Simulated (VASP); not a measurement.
# WSe2 in VASP: a series of runs, part 2 of 2

VASP 6.6.1. Earlier steps stand in the parts before.

### Step 5. Single point, PBE

Contents of INCAR:

```
ALGO = Normal
EDIFF = 1E-6
ENCUT = 520
GGA = PE
ISIF = 2
ISMEAR = -1
LASPH = True
LCHARG = False
LREAL = False
LWAVE = False
NBANDS = 35
NELM = 100
PREC = Accurate
SIGMA = 0.02
```

Contents of KPOINTS:

```
k-points
0
Gamma
  12 12 2
```

Contents of POSCAR:

```
WSe2
1.0
    3.2996318046      0.0000000000      0.0000000000
   -1.6498159023      2.8575649659      0.0000000000
    0.0000000000      0.0000000000     13.1495853360
W Se
2 4
Direct
    0.6666666667      0.3333333333      0.2501999111
    0.3333333333      0.6666666667      0.7498000889
    0.3333333333      0.6666666667      0.3768527017
    0.6666666667      0.3333333333      0.8764523353
    0.3333333333      0.6666666667      0.1235476647
    0.6666666667      0.3333333333      0.6231472983
```

Potentials or basis: VASP PAW PBE potentials, release 64 (W_sv, Se).

Launch:

```bash
cat potpaw_PBE.64/W_sv/POTCAR potpaw_PBE.64/Se/POTCAR > POTCAR
mpirun -np 1 vasp_std > vasp.out
```

OUTCAR:

```text
EDIFF = 1E-6
   ENCUT = 520
   GGA = PE
   ISIF = 2
   ISMEAR = -1
   LASPH = True
   LREAL = False
   NELM = 100
   PREC = Accurate

 ion  position               nearest neighbor table
   1  0.667  0.333  0.250-   5 2.53   5 2.53   5 2.53   3 2.53   3 2.53   3 2.53
   2  0.333  0.667  0.750-   4 2.53   4 2.53   4 2.53   6 2.53   6 2.53   6 2.53
   3  0.333  0.667  0.377-   1 2.53   1 2.53   1 2.53
   4  0.667  0.333  0.876-   2 2.53   2 2.53   2 2.53
   5  0.333  0.667  0.124-   1 2.53   1 2.53   1 2.53
   6  0.667  0.333  0.623-   2 2.53   2 2.53   2 2.53

  LATTYP: Found a hexagonal cell.
 ALAT       =     3.2996318046
 C/A-ratio  =     3.9851674716

  Lattice vectors:

 A1 = (   3.2996318046,   0.0000000000,   0.0000000000)
 A2 = (  -1.6498159023,   2.8575649659,   0.0000000000)
 A3 = (   0.0000000000,   0.0000000000,  13.1495853360)

Analysis of symmetry for initial positions (statically):
=====================================================================
 Subroutine PRICEL returns:
 Original cell was already a primitive cell.

 Routine SETGRP: Setting up the symmetry group for a
 hexagonal supercell.
[... 179 lines left out ...]
 fundamental gap:      1.0388848315
 Fermi energy:         6.6257211313

 k-point     1 :       0.0000    0.0000    0.0000
  band No.  band energies     occupation
      1     -68.2857      2.00000
      2     -68.2857      2.00000
      3     -32.5265      2.00000
      4     -32.5265      2.00000
      5     -32.4119      2.00000
      6     -32.4119      2.00000
[... 901 lines left out ...]
     34       9.9983      0.00000
     35      11.6652      0.00000

 [... further k-points ...]

------------------------ aborting loop because EDIFF is reached ----------------------------------------

  FORCE on cell =-STRESS in cart. coord.  units (eV):
  Direction    XX          YY          ZZ          XY          YZ          ZX
  --------------------------------------------------------------------------------------
  -------------------------------------------------------------------------------------
  Total        2.3966171      2.3966171      3.7380829      0.0000000      0.0000000      0.0000000
  in kB       30.9695986     30.9695986     48.3043071      0.0000000      0.0000000      0.0000000
  external PRESSURE =      36.7478347 kB  Pullay stress =       0.0000000 kB

 VOLUME and BASIS-vectors are now :
 -----------------------------------------------------------------------------
  energy-cutoff  :      520.00
  volume of cell :      123.99
      direct lattice vectors                 reciprocal lattice vectors
     3.299631805  0.000000000  0.000000000     0.303064117  0.174974150  0.000000000
    -1.649815902  2.857564966  0.000000000     0.000000000  0.349948299  0.000000000
     0.000000000  0.000000000 13.149585336     0.000000000  0.000000000  0.076048025

 POSITION                                       TOTAL-FORCE (eV/Angst)
 -----------------------------------------------------------------------------------
      1.64982      0.95252      3.29003        -0.000000      0.000000     -0.000907
     -0.00000      1.90504      9.85956         0.000000     -0.000000      0.000907
     -0.00000      1.90504      4.95546         0.000000      0.000000      0.323673
      1.64982      0.95252     11.52498        -0.000000      0.000000      0.326740
     -0.00000      1.90504      1.62460         0.000000     -0.000000     -0.326740
      1.64982      0.95252      8.19413        -0.000000     -0.000000     -0.323673
 -----------------------------------------------------------------------------------
    total drift:                                0.000000     -0.000000      0.000000

  FREE ENERGIE OF THE ION-ELECTRON SYSTEM (eV)
  ---------------------------------------------------
  free  energy   TOTEN  =       -43.1614006254 eV

  energy  without entropy=      -43.1614006254  energy(sigma->0) =      -43.16140063
```

OSZICAR:

```text
N       E                     dE             d eps       ncg     rms          rms(c)
DAV:   1     0.503246431044E+03    0.50325E+03   -0.27861E+04  2948   0.145E+03
DAV:   2    -0.137389850308E+02   -0.51699E+03   -0.49886E+03  3130   0.390E+02
DAV:   3    -0.444099888218E+02   -0.30671E+02   -0.30171E+02  3254   0.899E+01
DAV:   4    -0.450731648432E+02   -0.66318E+00   -0.65923E+00  3203   0.136E+01
DAV:   5    -0.450823359481E+02   -0.91711E-02   -0.91602E-02  3161   0.172E+00    0.298E+01
DAV:   6    -0.435483371497E+02    0.15340E+01   -0.59562E+00  2938   0.161E+01    0.106E+01
DAV:   7    -0.433278082703E+02    0.22053E+00   -0.26966E+00  2808   0.796E+00    0.564E+00
DAV:   8    -0.431600897931E+02    0.16772E+00   -0.35837E-01  2926   0.417E+00    0.126E+00
DAV:   9    -0.431628946808E+02   -0.28049E-02   -0.57015E-02  3154   0.116E+00    0.881E-01
DAV:  10    -0.431614263932E+02    0.14683E-02   -0.12755E-02  2934   0.760E-01    0.137E-01
DAV:  11    -0.431614266146E+02   -0.22135E-06   -0.16350E-03  2934   0.260E-01    0.173E-01
DAV:  12    -0.431613891732E+02    0.37441E-04   -0.64329E-05  3043   0.512E-02    0.102E-01
DAV:  13    -0.431613993214E+02   -0.10148E-04   -0.62038E-05  2898   0.456E-02    0.961E-03
DAV:  14    -0.431614005073E+02   -0.11859E-05   -0.56531E-06  2918   0.118E-02    0.697E-03
DAV:  15    -0.431614006254E+02   -0.11814E-06   -0.64837E-07  1855   0.492E-03
   1 F= -.43161401E+02 E0= -.43161401E+02  d E =-.320199E-11
```

It took 1.9 min on 1 thread of Intel Xeon 6975P-C (Granite Rapids), shared host; peak memory 0.32 GiB.

Results:

| Quantity | Value |
| --- | --- |
| Free energy | -43.1614 eV |
| Pressure | 3.7 GPa |
| Largest force | 0.327 eV/Å |
| Band gap on the k mesh | 1.04 eV (least direct gap 1.49 eV) |

Forces on the atoms (eV/Å):
```
W    0.000  0.000 -0.001
W    0.000  0.000  0.001
Se   0.000  0.000  0.324
Se   0.000  0.000  0.327
Se   0.000  0.000 -0.327
Se   0.000  0.000 -0.324
```

Caveat: the cell stands under pressure; spin-orbit coupling is left out, which moves the levels of the heavy elements; this functional lacks dispersion, which binds the layers, so the pressure and a relaxed spacing across them are unreliable.

### Step 6. Summary

| level | spin | cell | gap on the mesh (eV) | pressure (GPa) | largest force (eV/Å) |
| --- | --- | --- | --- | --- | --- |
| PBE | non-collinear, zero start, SOC | a = 3.300, b = 3.300, c = 13.150 Å, angles 90.0, 90.0, 120.0°, 6 atoms, atomic positions A | - | 3.9 | 0.36 |
| PBE+D3(BJ) | off | a = 3.279, b = 3.279, c = 12.793 Å, angles 90.0, 90.0, 120.0°, 6 atoms, atomic positions B | 0.89 | 0.3 | 0.05 |
| PBE+D4 | off | a = 3.279, b = 3.279, c = 12.834 Å, angles 90.0, 90.0, 120.0°, 6 atoms, atomic positions B | 0.91 | 0.3 | 0.04 |
| PBE | off | a = 3.300, b = 3.300, c = 13.150 Å, angles 90.0, 90.0, 120.0°, 6 atoms, atomic positions A | 1.04 | 3.7 | 0.33 |

Alike in all rows: task single point; potentials or basis VASP PAW PBE potentials, release 64 (W_sv, Se); k mesh 12 × 12 × 2; cutoff (eV) 520; smearing fermi-dirac 0.02 eV.

Caveats: spin-orbit coupling is left out, which moves the levels of the heavy elements (at least some runs); the cell stands under pressure (at least some runs); this functional lacks dispersion, which binds the layers, so the pressure and a relaxed spacing across them are unreliable (at least some runs).

Absolute energies hang on the potentials; compare differences alone.
